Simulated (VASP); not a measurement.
A run of VASP 6.6.1 is set up as follows.

The input INCAR:

```
SYSTEM = GaAs
PREC = Accurate
ENCUT = 520
EDIFF = 1E-6
ISMEAR = 0
SIGMA = 0.05
LREAL = .False.
LASPH = .True.
NELM = 100
ALGO = Normal
ISIF = 2
LWAVE = .False.
LCHARG = .False.
GGA = PE
NBANDS = 16
```

The input KPOINTS:

```
Automatic mesh
0
Gamma
  10 10 10
  0 0 0
```

Contents of POSCAR:

```
GaAs
1.0
    0.0000000000      2.8975212500      2.9681925000
    2.8975212500      0.0000000000      2.9681925000
    2.8975212500      2.8975212500      0.0000000000
Ga As
1 1
Direct
    0.0000000000      0.0000000000      0.0000000000
    0.7500000000      0.7500000000      0.7500000000
```

Potentials or basis: VASP PAW PBE potentials, release 64 (Ga_d, As).

The run is started by

```bash
$ cat potpaw_PBE.64/Ga_d/POTCAR potpaw_PBE.64/As/POTCAR > POTCAR
$ mpirun -np 1 vasp_std > vasp.out
```

Estimate the pressure.

-2.5 GPa.

Predict the band gap on the k mesh.

zero (filled and empty bands touch).

Stress tensor (GPa, compression positive):
```
-2.08  0.00  0.00
 0.00 -2.08  0.00
 0.00  0.00 -3.47
```

Caveat: the cell differs from its parent crystal (strain +0.025 along x and y, +0.050 along z); semilocal functionals underestimate gaps, so a narrow gap can read as zero.
